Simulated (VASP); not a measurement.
# BaF2 (Fm-3m) in VASP: further runs

Runs on BaF2. Level: PBE. Tasks: single point.

All numbers are computed with VASP 6.6.1; they aren't measurements. Logs are shortened: lines on timing, memory, paths and dates and some standing lists are left out, and cuts for length are marked.

## Step 1: The cell of the first run

Symmetry: Fm-3m, No. 225, cubic system. The conventional cell has a = 5.985 Å, b = 5.985 Å, c = 5.985 Å, α = 90.00°, β = 90.00°, γ = 90.00°. Within 3.4 Å of Ba (site symmetry m-3m) lie 8 F at 2.59 Å. Within 3.4 Å of F (site symmetry -43m) lie 4 Ba at 2.59 Å and 6 F at 2.99 Å.

## Step 2: Single point, PBE (17.87 Å³/atom)

INCAR reads:

```
PREC = Accurate
ENCUT = 1350
EDIFF = 1E-6
ISMEAR = 0
SIGMA = 0.02
LREAL = F
LASPH = T
NELM = 120
ALGO = Normal
ISIF = 2
LWAVE = F
LCHARG = F
GGA = PE
NBANDS = 19
GGA_COMPAT = F
```

KPOINTS reads:

```
Automatic mesh
0
Gamma
  6 6 6
```

POSCAR reads:

```
BaF2
1.0
    0.0000000000      2.9927217578      2.9927217578
    2.9927217578      0.0000000000      2.9927217578
    2.9927217578      2.9927217578      0.0000000000
Ba F
1 2
Direct
    0.0000000000      0.0000000000      0.0000000000
    0.2500000000      0.2500000000      0.2500000000
    0.7500000000      0.7500000000      0.7500000000
```

Potentials or basis: VASP PAW PBE potentials, release 64 (Ba_sv, F_h).

Launch:

```bash
$ cat potpaw_PBE.64/Ba_sv/POTCAR potpaw_PBE.64/F_h/POTCAR > POTCAR
$ mpirun -np 1 vasp_std > vasp.out
```

OUTCAR:

```text
PREC = Accurate
   ENCUT = 1350
   EDIFF = 1E-6
   ISMEAR = 0
   LREAL = F
   LASPH = T
   NELM = 120
   ISIF = 2
   GGA = PE

 ion  position               nearest neighbor table
   1  0.000  0.000  0.000-   3 2.59   3 2.59   3 2.59   2 2.59   3 2.59   2 2.59   2 2.59   2 2.59

   2  0.250  0.250  0.250-   1 2.59   1 2.59   1 2.59   1 2.59
   3  0.750  0.750  0.750-   1 2.59   1 2.59   1 2.59   1 2.59

  LATTYP: Found a face centered cubic cell.
 ALAT       =     5.9854435156

  Lattice vectors:

 A1 = (   0.0000000000,   2.9927217578,   2.9927217578)
 A2 = (   2.9927217578,   0.0000000000,   2.9927217578)
 A3 = (   2.9927217578,   2.9927217578,   0.0000000000)

Analysis of symmetry for initial positions (statically):
=====================================================================
 Subroutine PRICEL returns:
 Original cell was already a primitive cell.

 Routine SETGRP: Setting up the symmetry group for a
 face centered cubic supercell.

 Subroutine GETGRP returns: Found 48 space group operations
 (whereof 48 operations were pure point group operations)
 out of a pool of 48 trial point group operations.

The static configuration has the point symmetry O_h .

Analysis of symmetry for dynamics (positions and initial velocities):
=====================================================================
 Subroutine PRICEL returns:
 Original cell was already a primitive cell.

 Routine SETGRP: Setting up the symmetry group for a
 face centered cubic supercell.

 Subroutine GETGRP returns: Found 48 space group operations
 (whereof 48 operations were pure point group operations)
 out of a pool of 48 trial point group operations.

The dynamic configuration has the point symmetry O_h .

 Subroutine INISYM returns: Found 48 space group operations
 (whereof 48 operations are pure point group operations),
 and found     1 'primitive' translations

----------------------------------------------------------------------------------------

                                     Primitive cell

  volume of cell :      53.6079

  direct lattice vectors                    reciprocal lattice vectors
     0.000000000  2.992721758  2.992721758    -0.167071997  0.167071997  0.167071997
     2.992721758  0.000000000  2.992721758     0.167071997 -0.167071997  0.167071997
     2.992721758  2.992721758  0.000000000     0.167071997  0.167071997 -0.167071997

  length of vectors
     4.232347698  4.232347698  4.232347698     0.289377187  0.289377187  0.289377187

  position of ions in fractional coordinates (direct lattice)
     0.000000000  0.000000000  0.000000000
     0.250000000  0.250000000  0.250000000
     0.750000000  0.750000000  0.750000000

  ion indices of the primitive-cell ions
   primitive index   ion index
                 1           1
                 2           2
                 3           3

----------------------------------------------------------------------------------------

 KPOINTS: Automatic mesh

Automatic generation of k-mesh.
 Grid dimensions read from file:
 generate k-points for:    6    6    6

 Generating k-lattice:

  Cartesian coordinates                     Fractional coordinates (reciprocal lattice)
    -0.027845333  0.027845333  0.027845333     0.166666667  0.000000000  0.000000000
     0.027845333 -0.027845333  0.027845333     0.000000000  0.166666667  0.000000000
     0.027845333  0.027845333 -0.027845333     0.000000000  0.000000000  0.166666667

  Length of vectors
     0.048229531  0.048229531  0.048229531

  Shift w.r.t. Gamma in fractional coordinates (k-lattice)
     0.000000000  0.000000000  0.000000000

 Subroutine IBZKPT returns following result:
 ===========================================

 Found     16 irreducible k-points:

 Following reciprocal coordinates:
            Coordinates               Weight
  0.000000  0.000000  0.000000      1.000000
  0.166667  0.000000  0.000000      8.000000
  0.333333  0.000000  0.000000      8.000000
  0.500000  0.000000  0.000000      4.000000
  0.166667  0.166667  0.000000      6.000000
  0.333333  0.166667  0.000000     24.000000
[... 8 lines left out ...]
 -0.333333  0.333333  0.166667     24.000000
 -0.333333  0.500000  0.166667     12.000000
   k-points           NKPTS =     16   k-points in BZ     NKDIM =     16   number of bands    NBANDS=     19
   number of dos      NEDOS =    301   number of ions     NIONS =      3
   total plane-waves  NPLWV = 157464
   dimension x,y,z NGX =    54 NGY =   54 NGZ =   54
   dimension x,y,z NGXF=   108 NGYF=  108 NGZF=  108
   ions per type =               1   2
   NGX,Y,Z   is equivalent  to a cutoff of  21.21, 21.21, 21.21 a.u.
   NGXF,Y,Z  is equivalent  to a cutoff of  42.42, 42.42, 42.42 a.u.
 SYSTEM =  unknown system
   PREC   = accura    normal or accurate (medium, high low for compatibility)
   ISTART =      0    job   : 0-new  1-cont  2-samecut
   ICHARG =      2    charge: 1-file 2-atom 10-const
   ISPIN  =      1    spin polarized calculation?
   LNONCOLLINEAR =      F non collinear calculations
   LSORBIT =      F    spin-orbit coupling
   LASPH  =      T    aspherical Exc in radial PAW
   ENCUT  = 1350.0 eV  99.22 Ry    9.96 a.u.  12.68 12.68 12.68*2*pi/ulx,y,z
   NELM   =    120;   NELMIN=  2; NELMDL= -5     # of ELM steps
   EDIFF  = 0.1E-05   stopping-criterion for ELM
   LREAL  =      F    real-space projection
   EDIFFG = 0.1E-04   stopping-criterion for IOM
   NSW    =      0    number of steps for IOM
   IBRION =     -1    ionic relax: 0-MD 1-quasi-New 2-CG
   NFREE  =      0    steps in history (QN), initial steepest desc. (CG)
   ISIF   =      2    stress and relaxation
   ISYM   =      2    0-nonsym 1-usesym 2-fastsym
   POTIM  = 0.5000    time-step for ionic-motion
   TEBEG  =    0.0;   TEEND  =   0.0 temperature during run
   PSTRESS=    0.0 pullay stress
   NELECT =      24.0000    total number of electrons
   NUPDOWN=      -1.0000    fix difference up-down
   EMIN   =  10.00;   EMAX   =-10.00  energy-range for DOS
   EFERMI =   0.00;   METHOD = LEGACY
   ISMEAR =     0;   SIGMA  =   0.02  broadening in eV -4-tet -1-fermi 0-gaus
   EFERMI_NEDOS =   21; number of points for ismear=-14 and -15
   IALGO  =     38    algorithm
   IMIX   =      4    mixing-type and parameters
     AMIX     =   0.40;   BMIX     =  1.00
     AMIX_MAG =   1.60;   BMIX_MAG =  1.00
  volume/ion in A,a.u.               =      17.87       120.59
  Fermi-wavevector in a.u.,A,eV,Ry     =   1.252378  2.366652 21.340081  1.568452
  Thomas-Fermi vector in A             =   2.386282
   LORBIT       =      0    0 simple, 1 ext, 2 COOP (PROOUT), +10 PAW based schemes
   GGA     = PE    functional components
   LHFCALC =     F    Hartree Fock is set to
   AEXX    =    0.0000 exact exchange contribution
   IVDW    =     0    specifies the selected vdW correction
   LEPSILON=     F    determine dielectric tensor
   LRPA    =     F    only Hartree local field effects (RPA)
 non-spin polarized calculation
 Gauss-broadening in eV      SIGMA  =   0.02
  energy-cutoff  :     1350.00
  volume of cell :       53.61
 maximum number of plane-waves:      6062
 NGX is ok and might be reduce to    54
   NGX = 25   NGY = 25   NGZ = 25

 number of electron      24.0000001 magnetization

 Free energy of the ion-electron system (eV)
  ---------------------------------------------------
  ext. energy  EPLUGINS =         0.00000000
  ---------------------------------------------------
  free energy    TOTEN  =       -16.88001284 eV

  energy without entropy =      -16.88001284  energy(sigma->0) =      -16.88001284

 E-fermi :  -1.1364     XC(G=0):  -9.1948

 val. band max:       -1.2955916520   @ k =  -0.3333   0.1667   0.0000
 cond. band min:       5.9611113393   @ k =   0.0000   0.0000   0.0000
 fundamental gap:      7.2567029913
 Fermi energy:        -1.1363587453

 k-point     1 :       0.0000    0.0000    0.0000
  band No.  band energies     occupation
      1     -24.1955      2.00000
      2     -20.3976      2.00000
      3     -20.1372      2.00000
      4      -8.8170      2.00000
      5      -8.8170      2.00000
      6      -8.8170      2.00000
[... 11 lines left out ...]
     18      10.9807      0.00000
     19      14.8856      0.00000

 k-point     2 :       0.1667    0.0000    0.0000
  band No.  band energies     occupation
      1     -24.1071      2.00000
      2     -20.4350      2.00000
      3     -20.2489      2.00000
      4      -8.8889      2.00000
      5      -8.8817      2.00000
      6      -8.8817      2.00000
[... 11 lines left out ...]
     18      10.9957      0.00000
     19      13.8403      0.00000

 k-point     3 :       0.3333    0.0000    0.0000
  band No.  band energies     occupation
      1     -23.9108      2.00000
      2     -20.5969      2.00000
      3     -20.4052      2.00000
      4      -9.0032      2.00000
      5      -9.0032      2.00000
      6      -9.0015      2.00000
[... 11 lines left out ...]
     18      11.0619      0.00000
     19      13.0963      0.00000

 k-point     4 :       0.5000    0.0000    0.0000
  band No.  band energies     occupation
      1     -23.7998      2.00000
      2     -20.7316      2.00000
      3     -20.4425      2.00000
      4      -9.0605      2.00000
      5      -9.0605      2.00000
      6      -9.0457      2.00000
[... 231 lines left out ...]
     18      12.0616      0.00000
     19      14.1458      0.00000

 k-point    15 :      -0.3333    0.3333    0.1667
  band No.  band energies     occupation
      1     -23.6880      2.00000
      2     -20.7094      2.00000
      3     -20.6352      2.00000
      4      -9.3506      2.00000
      5      -9.0004      2.00000
      6      -8.9975      2.00000
[... 11 lines left out ...]
     18      12.9575      0.00000
     19      13.9145      0.00000

 k-point    16 :      -0.3333    0.5000    0.1667
  band No.  band energies     occupation
      1     -23.6480      2.00000
      2     -20.7678      2.00000
      3     -20.6346      2.00000
      4      -9.4339      2.00000
      5      -9.1959      2.00000
      6      -8.7608      2.00000
[... 11 lines left out ...]
     18      14.2689      0.00000
     19      14.6588      0.00000

------------------------ aborting loop because EDIFF is reached ----------------------------------------

  FORCE on cell =-STRESS in cart. coord.  units (eV):
  Direction    XX          YY          ZZ          XY          YZ          ZX
  --------------------------------------------------------------------------------------
  -------------------------------------------------------------------------------------
  Total        3.6703572      3.6703572      3.6703572      0.0000000     -0.0000000      0.0000000
  in kB      109.6957729    109.6957729    109.6957729      0.0000000     -0.0000000      0.0000000
  external PRESSURE =     109.6957729 kB  Pullay stress =       0.0000000 kB

 VOLUME and BASIS-vectors are now :
 -----------------------------------------------------------------------------
  energy-cutoff  :     1350.00
  volume of cell :       53.61
      direct lattice vectors                 reciprocal lattice vectors
     0.000000000  2.992721758  2.992721758    -0.167071997  0.167071997  0.167071997
     2.992721758  0.000000000  2.992721758     0.167071997 -0.167071997  0.167071997
     2.992721758  2.992721758  0.000000000     0.167071997  0.167071997 -0.167071997

 POSITION                                       TOTAL-FORCE (eV/Angst)
 -----------------------------------------------------------------------------------
      0.00000      0.00000      0.00000         0.000000     -0.000000      0.000000
      1.49636      1.49636      1.49636        -0.000000     -0.000000     -0.000000
      4.48908      4.48908      4.48908         0.000000      0.000000      0.000000
 -----------------------------------------------------------------------------------
    total drift:                                0.000000      0.000000      0.000000

  FREE ENERGIE OF THE ION-ELECTRON SYSTEM (eV)
  ---------------------------------------------------
  free  energy   TOTEN  =       -16.8800128431 eV

  energy  without entropy=      -16.8800128431  energy(sigma->0) =      -16.88001284
```

Wall time 82 s (1 thread of AMD EPYC 7R13 (Zen 3), shared host); peak memory 0.38 GiB.

What came out:

```yaml
Free_energy: -16.8800 eV
Pressure: 11.0 GPa
Band_gap_on_the_k_mesh: 7.26 eV (least direct gap 7.37 eV)
```

Levels at points of the mesh, in eV from the valence-band top:
| k point | band 9 | band 10 | band 11 | band 12 | band 13 | band 14 | band 15 | band 16 |
| --- | --- | --- | --- | --- | --- | --- | --- | --- |
| (0.00, 0.00, 0.00) | -1.83 | -0.12 | -0.12 | -0.12 | 7.26 | 9.57 | 9.57 | 12.28 |
| (0.50, 0.00, 0.00) | -0.78 | -0.33 | -0.14 | -0.14 | 9.61 | 9.61 | 9.77 | 10.21 |
| (0.50, 0.50, 0.00) | -0.50 | -0.23 | -0.22 | -0.22 | 7.44 | 9.56 | 11.32 | 12.83 |

Caveat: the cell stands under pressure; spin-orbit coupling is left out, which moves the levels of the heavy elements. Expect the measured gap to be larger: semilocal functionals such as PBE lack the derivative discontinuity.

[end of part 1 of 2]
